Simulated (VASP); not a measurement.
The system is SiBF.

```
Si B F
1.0
     2.43558    0.00000    0.00000
     0.00000    3.35934    0.00000
     0.00000    0.00000    4.75853
Si B F
1 1 1
Cartesian
  0.0000 1.6797 0.0000
  1.2178 0.0000 0.0000
  0.0000 0.0000 0.0000
```

The cell was built from a structure type or drawn by symmetry, and may not be a known phase.

| Item | Value |
| --- | --- |
| Program | VASP 6.6.1 |
| Task | relaxation of cell and atoms |
| Functional | PBE |
| Potentials or basis | VASP PAW PBE potentials, release 64 (Si, B, F) |
| Cutoff | 600 eV |
| k mesh | 8 × 6 × 4 |
| Occupations | gaussian, width 0.1 eV |
| Spin | no spin polarisation |

At the start: pressure 104.6 GPa; volume 12.98 Å³/atom.

Problem. Where does the relaxation end?

Solution. Over 33 steps the energy falls by 3933.7 meV/atom and the volume is 11.11 Å³/atom (-14.4 %); space group Pmmm (No. 47, to 0.1 Å) before and after.

Step by step:
```csv
step,energy change (eV),largest force (eV/Å),pressure (GPa),volume (Å³)
1,0.0000,0.0000,104.60,38.93
2,-5.5828,0.0000,-23.35,101.16
3,-9.1529,0.0000,0.51,68.99
4,-9.1631,0.0000,-1.31,70.46
5,-9.1612,0.0000,-0.44,69.74
6,-9.2028,0.0000,-0.45,68.27
7,-9.3077,0.0000,-0.28,63.80
8,-9.4752,0.0000,-0.93,54.57
9,-10.4326,0.0000,-5.20,35.65
10,-9.6117,0.0000,-2.24,49.15
11,-10.0214,0.0000,-4.50,42.40
12,-10.2692,0.0000,-4.70,38.79
13,-10.2766,0.0000,-4.83,38.67
14,-10.2987,0.0000,-5.35,38.32
15,-10.3433,0.0000,-6.30,37.61
16,-10.4085,0.0000,-7.15,36.18
17,-10.3638,0.0000,-4.07,33.28
18,-10.4205,0.0000,-6.99,35.67
19,-10.4707,0.0000,-6.84,35.52
20,-10.6160,0.0000,-6.65,35.05
21,-10.8809,0.0000,-5.41,34.10
22,-11.2407,0.0000,0.89,32.18
23,-10.5047,0.0000,38.09,28.24
24,-11.2813,0.0000,6.13,31.39
25,-11.3871,0.0000,4.63,31.64
26,-11.6091,0.0000,0.97,32.37
27,-11.7287,0.0000,-0.22,33.64
28,-11.7317,0.0000,-0.20,33.51
29,-11.7695,0.0000,-0.75,33.59
30,-11.7983,0.0000,-1.69,33.71
31,-11.7989,0.0000,-1.73,33.73
32,-11.8011,0.0000,-0.45,33.44
33,-11.8012,0.0000,0.01,33.34
```

Final structure:
```xyz
3
Lattice="3.4493 0.0000 0.0000 0.0000 4.2598 0.0000 0.0000 0.0000 2.2687" Properties=species:S:1:pos:R:3 pbc="T T T"
Si    0.0000    2.1299    0.0000
B     1.7247    0.0000    0.0000
F     0.0000    0.0000    0.0000
```

Caveat: a cell axis changed by over 15 % at a fixed basis, so the end point is rough.
